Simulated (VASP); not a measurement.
# AlN (P6_3mc) in VASP: notebook

Runs on AlN. Level: PBE. Tasks: single point.

Everything below comes from runs of VASP 6.6.1. Logs are shortened: lines on timing, memory, paths and dates and some standing lists are left out, and cuts for length are marked.

## (1) The cell of the first run

Symmetry: P6_3mc, No. 186, hexagonal system. Conventional cell: a = 3.016 Å, b = 3.016 Å, c = 4.781 Å, α = 90.00°, β = 90.00°, γ = 120.00°. Within 2.4 Å of Al (site symmetry 3m) lie 4 N at 1.83 to 1.84 Å. N (site symmetry 3m) has 4 Al at 1.83 to 1.84 Å within 2.4 Å.

## (2) Single point, PBE

The input, INCAR:

```
SYSTEM = AlN
PREC = Accurate
ENCUT = 520
EDIFF = 1E-6
ISMEAR = 0
SIGMA = 0.02
LREAL = .False.
LASPH = .True.
NELM = 80
ALGO = Normal
ISIF = 2
LWAVE = .False.
LCHARG = .False.
GGA = PE
NBANDS = 16
```

The input, KPOINTS:

```
regular mesh
0
Gamma
  12 12 6
  0 0 0
```

The input, POSCAR:

```
AlN
1.0
    3.0155945260      0.0000000000      0.0000000000
   -1.5077972630      2.6115814670      0.0000000000
    0.0000000000      0.0000000000      4.7806947027
Al N
2 2
Direct
    0.6666666667      0.3333333333      0.4975883806
    0.3333333333      0.6666666667      0.9975883806
    0.6666666667      0.3333333333      0.8824116194
    0.3333333333      0.6666666667      0.3824116194
```

Potentials or basis: VASP PAW PBE potentials, release 64 (Al, N).

Run with:

```console
$ cat potpaw_PBE.64/Al/POTCAR potpaw_PBE.64/N/POTCAR > POTCAR
$ mpirun -np 1 vasp_std > vasp.out
```

OUTCAR:

```text
SYSTEM = AlN
   PREC = Accurate
   ENCUT = 520
   EDIFF = 1E-6
   ISMEAR = 0
   LREAL = .False.
   LASPH = .True.
   NELM = 80
   ISIF = 2
   GGA = PE

 ion  position               nearest neighbor table
   1  0.667  0.333  0.498-   4 1.83   4 1.83   4 1.83   3 1.84   2 2.96   2 2.96   2 2.96   2 2.96
                             2 2.96   2 2.96
   2  0.333  0.667  0.998-   3 1.83   3 1.83   3 1.83   4 1.84   1 2.96   1 2.96   1 2.96   1 2.96
                             1 2.96   1 2.96
   3  0.667  0.333  0.882-   2 1.83   2 1.83   2 1.83   1 1.84
   4  0.333  0.667  0.382-   1 1.83   1 1.83   1 1.83   2 1.84

  LATTYP: Found a hexagonal cell.
 ALAT       =     3.0155945260
 C/A-ratio  =     1.5853241082

  Lattice vectors:

 A1 = (   3.0155945260,   0.0000000000,   0.0000000000)
 A2 = (  -1.5077972630,   2.6115814670,   0.0000000000)
 A3 = (   0.0000000000,   0.0000000000,   4.7806947027)

Analysis of symmetry for initial positions (statically):
=====================================================================
 Subroutine PRICEL returns:
 Original cell was already a primitive cell.

 Routine SETGRP: Setting up the symmetry group for a
 hexagonal supercell.

 Subroutine GETGRP returns: Found 12 space group operations
 (whereof  6 operations were pure point group operations)
 out of a pool of 24 trial point group operations.

The static configuration has the point symmetry C_3v.
 The point group associated with its full space group is C_6v.

Analysis of symmetry for dynamics (positions and initial velocities):
=====================================================================
 Subroutine PRICEL returns:
 Original cell was already a primitive cell.

 Routine SETGRP: Setting up the symmetry group for a
 hexagonal supercell.

 Subroutine GETGRP returns: Found 12 space group operations
 (whereof  6 operations were pure point group operations)
 out of a pool of 24 trial point group operations.

The dynamic configuration has the point symmetry C_3v.
 The point group associated with its full space group is C_6v.

 Subroutine INISYM returns: Found 12 space group operations
 (whereof  6 operations are pure point group operations),
 and found     1 'primitive' translations

----------------------------------------------------------------------------------------

                                     Primitive cell

  volume of cell :      37.6502

  direct lattice vectors                    reciprocal lattice vectors
     3.015594526  0.000000000  0.000000000     0.331609569  0.191454874  0.000000000
    -1.507797263  2.611581467  0.000000000     0.000000000  0.382909747  0.000000000
     0.000000000  0.000000000  4.780694703     0.000000000  0.000000000  0.209174620

  length of vectors
     3.015594526  3.015594526  4.780694703     0.382909747  0.382909747  0.209174620

  position of ions in fractional coordinates (direct lattice)
     0.666666667  0.333333333  0.497588381
     0.333333333  0.666666667  0.997588381
     0.666666667  0.333333333  0.882411619
     0.333333333  0.666666667  0.382411619

  ion indices of the primitive-cell ions
   primitive index   ion index
                 1           1
                 2           2
                 3           3
                 4           4

----------------------------------------------------------------------------------------

 KPOINTS: regular mesh

Automatic generation of k-mesh.
 Grid dimensions read from file:
 generate k-points for:   12   12    6

 Generating k-lattice:

  Cartesian coordinates                     Fractional coordinates (reciprocal lattice)
     0.027634131  0.015954573  0.000000000     0.083333333  0.000000000  0.000000000
     0.000000000  0.031909146  0.000000000     0.000000000  0.083333333  0.000000000
     0.000000000  0.000000000  0.034862437     0.000000000  0.000000000  0.166666667

  Length of vectors
     0.031909146  0.031909146  0.034862437

  Shift w.r.t. Gamma in fractional coordinates (k-lattice)
     0.000000000  0.000000000  0.000000000

 Subroutine IBZKPT returns following result:
 ===========================================

 Found     76 irreducible k-points:

 Following reciprocal coordinates:
            Coordinates               Weight
  0.000000  0.000000  0.000000      1.000000
  0.083333 -0.000000  0.000000      6.000000
  0.166667 -0.000000  0.000000      6.000000
  0.250000 -0.000000  0.000000      6.000000
  0.333333  0.000000  0.000000      6.000000
  0.416667 -0.000000  0.000000      6.000000
[... 16 lines left out ...]
  0.250000 -0.000000  0.166667     12.000000
  0.333333  0.000000  0.166667     12.000000
 [... further k-points ...]
   k-points           NKPTS =     76   k-points in BZ     NKDIM =     76   number of bands    NBANDS=     16
   number of dos      NEDOS =    301   number of ions     NIONS =      4
   total plane-waves  NPLWV =  20736
   dimension x,y,z NGX =    24 NGY =   24 NGZ =   36
   dimension x,y,z NGXF=    48 NGYF=   48 NGZF=   72
   ions per type =               2   2
   NGX,Y,Z   is equivalent  to a cutoff of  13.23, 13.23, 12.52 a.u.
   NGXF,Y,Z  is equivalent  to a cutoff of  26.46, 26.46, 25.04 a.u.
 SYSTEM =  AlN
   PREC   = accura    normal or accurate (medium, high low for compatibility)
   ISTART =      0    job   : 0-new  1-cont  2-samecut
   ICHARG =      2    charge: 1-file 2-atom 10-const
   ISPIN  =      1    spin polarized calculation?
   LNONCOLLINEAR =      F non collinear calculations
   LSORBIT =      F    spin-orbit coupling
   LASPH  =      T    aspherical Exc in radial PAW
   ENCUT  =  520.0 eV  38.22 Ry    6.18 a.u.   5.61  5.61  8.89*2*pi/ulx,y,z
   NELM   =     80;   NELMIN=  2; NELMDL= -5     # of ELM steps
   EDIFF  = 0.1E-05   stopping-criterion for ELM
   LREAL  =      F    real-space projection
   EDIFFG = 0.1E-04   stopping-criterion for IOM
   NSW    =      0    number of steps for IOM
   IBRION =     -1    ionic relax: 0-MD 1-quasi-New 2-CG
   NFREE  =      0    steps in history (QN), initial steepest desc. (CG)
   ISIF   =      2    stress and relaxation
   ISYM   =      2    0-nonsym 1-usesym 2-fastsym
   POTIM  = 0.5000    time-step for ionic-motion
   TEBEG  =    0.0;   TEEND  =   0.0 temperature during run
   PSTRESS=    0.0 pullay stress
   NELECT =      16.0000    total number of electrons
   NUPDOWN=      -1.0000    fix difference up-down
   EMIN   =  10.00;   EMAX   =-10.00  energy-range for DOS
   EFERMI =   0.00;   METHOD = LEGACY
   ISMEAR =     0;   SIGMA  =   0.02  broadening in eV -4-tet -1-fermi 0-gaus
   EFERMI_NEDOS =   21; number of points for ismear=-14 and -15
   IALGO  =     38    algorithm
   IMIX   =      4    mixing-type and parameters
     AMIX     =   0.40;   BMIX     =  1.00
     AMIX_MAG =   1.60;   BMIX_MAG =  1.00
  volume/ion in A,a.u.               =       9.41        63.52
  Fermi-wavevector in a.u.,A,eV,Ry     =   1.230814  2.325901 20.611497  1.514902
  Thomas-Fermi vector in A             =   2.365648
   LORBIT       =      0    0 simple, 1 ext, 2 COOP (PROOUT), +10 PAW based schemes
   GGA     = PE    functional components
   LHFCALC =     F    Hartree Fock is set to
   AEXX    =    0.0000 exact exchange contribution
   IVDW    =     0    specifies the selected vdW correction
   LEPSILON=     F    determine dielectric tensor
   LRPA    =     F    only Hartree local field effects (RPA)
 non-spin polarized calculation
 Gauss-broadening in eV      SIGMA  =   0.02
  energy-cutoff  :      520.00
  volume of cell :       37.65
 maximum number of plane-waves:      1032
 NGX is ok and might be reduce to    24
   NGX = 11   NGY = 11   NGZ = 17

 number of electron      16.0000004 magnetization

 Free energy of the ion-electron system (eV)
  ---------------------------------------------------
  ext. energy  EPLUGINS =         0.00000000
  ---------------------------------------------------
  free energy    TOTEN  =       -29.36661411 eV

  energy without entropy =      -29.36661411  energy(sigma->0) =      -29.36661411

 E-fermi :   7.4573     XC(G=0): -11.3706

 val. band max:        7.2868029218   @ k =   0.0000   0.0000   0.0000
 cond. band min:      12.3604400491   @ k =   0.0000   0.0000   0.0000
 fundamental gap:      5.0736371273
 Fermi energy:         7.4572660751

 k-point     1 :       0.0000    0.0000    0.0000
  band No.  band energies     occupation
      1      -8.6427      2.00000
      2      -6.1100      2.00000
      3       0.7607      2.00000
      4       6.2204      2.00000
      5       6.2204      2.00000
      6       6.9230      2.00000
[... 8 lines left out ...]
     15      21.2893      0.00000
     16      21.5258      0.00000

 k-point     2 :       0.0833   -0.0000    0.0000
  band No.  band energies     occupation
      1      -8.5437      2.00000
      2      -6.0543      2.00000
      3       0.8737      2.00000
      4       5.7910      2.00000
      5       6.0924      2.00000
      6       6.5261      2.00000
[... 8 lines left out ...]
     15      21.3435      0.00000
     16      21.3867      0.00000

 k-point     3 :       0.1667   -0.0000    0.0000
  band No.  band energies     occupation
      1      -8.2544      2.00000
      2      -5.9011      2.00000
      3       1.2072      2.00000
      4       4.7364      2.00000
      5       5.6450      2.00000
      6       5.7958      2.00000
[... 8 lines left out ...]
     15      20.6530      0.00000
     16      20.6536      0.00000

 k-point     4 :       0.2500   -0.0000    0.0000
  band No.  band energies     occupation
      1      -7.8011      2.00000
      2      -5.6990      2.00000
      3       1.7417      2.00000
      4       3.4916      2.00000
      5       4.6416      2.00000
      6       5.4589      2.00000
[... 8 lines left out ...]
     15      20.4802      0.00000
     16      21.2744      0.00000
[... 324 lines left out ...]
 k-point    22 :       0.1667   -0.0000    0.1667
  band No.  band energies     occupation
      1      -8.1379      2.00000
      2      -6.1291      2.00000
      3       1.5581      2.00000
      4       4.8213      2.00000
      5       5.4033      2.00000
      6       5.8586      2.00000
[... 8 lines left out ...]
     15      20.6887      0.00000
     16      20.9220      0.00000

 k-point    23 :       0.2500   -0.0000    0.1667
  band No.  band energies     occupation
      1      -7.6922      2.00000
      2      -5.8895      2.00000
      3       1.9171      2.00000
      4       3.6869      2.00000
      5       4.4333      2.00000
      6       5.5320      2.00000
[... 8 lines left out ...]
     15      20.6670      0.00000
     16      21.3830      0.00000

 k-point    24 :       0.3333    0.0000    0.1667
  band No.  band energies     occupation
      1      -7.1426      2.00000
      2      -5.6721      2.00000
      3       1.9221      2.00000
      4       3.0286      2.00000
      5       3.6631      2.00000
      6       5.2482      2.00000
[... 8 lines left out ...]
     15      20.8125      0.00000
     16      22.4967      0.00000

 [... further k-points ...]

------------------------ aborting loop because EDIFF is reached ----------------------------------------

  FORCE on cell =-STRESS in cart. coord.  units (eV):
  Direction    XX          YY          ZZ          XY          YZ          ZX
  --------------------------------------------------------------------------------------
  -------------------------------------------------------------------------------------
  Total        7.0046304      7.0046304      7.0255273      0.0000000     -0.0000000     -0.0000000
  in kB      298.0768672    298.0768672    298.9661177      0.0000000     -0.0000000     -0.0000000
  external PRESSURE =     298.3732840 kB  Pullay stress =       0.0000000 kB

 VOLUME and BASIS-vectors are now :
 -----------------------------------------------------------------------------
  energy-cutoff  :      520.00
  volume of cell :       37.65
      direct lattice vectors                 reciprocal lattice vectors
     3.015594526  0.000000000  0.000000000     0.331609569  0.191454874  0.000000000
    -1.507797263  2.611581467  0.000000000     0.000000000  0.382909747  0.000000000
     0.000000000  0.000000000  4.780694703     0.000000000  0.000000000  0.209174620

 POSITION                                       TOTAL-FORCE (eV/Angst)
 -----------------------------------------------------------------------------------
      1.50780      0.87053      2.37882         0.000000      0.000000     -0.002759
     -0.00000      1.74105      4.76917         0.000000      0.000000     -0.002759
      1.50780      0.87053      4.21854        -0.000000      0.000000      0.002759
     -0.00000      1.74105      1.82819         0.000000     -0.000000      0.002759
 -----------------------------------------------------------------------------------
    total drift:                               -0.000000      0.000000      0.000510

  FREE ENERGIE OF THE ION-ELECTRON SYSTEM (eV)
  ---------------------------------------------------
  free  energy   TOTEN  =       -29.3666141102 eV

  energy  without entropy=      -29.3666141102  energy(sigma->0) =      -29.36661411
```

Run time: 45 s. Hardware: 1 thread of Intel Xeon 8259CL, shared host; peak memory 0.17 GiB.

Results:

| Item | Value |
| --- | --- |
| Free energy | -29.3666 eV |
| Pressure | 29.8 GPa |
| Band gap on the k mesh | 5.07 eV |

Forces in eV/Å, atoms in the order of the input:
```
Al   0.000  0.000 -0.003
Al   0.000  0.000 -0.003
N    0.000  0.000  0.003
N    0.000  0.000  0.003
```

Stress tensor (GPa, compression positive):
```
29.81  0.00  0.00
 0.00 29.81  0.00
 0.00  0.00 29.90
```

Caveat: the cell stands under pressure. A k mesh can miss the band edges.

(Part 1 of 2 ends here.)
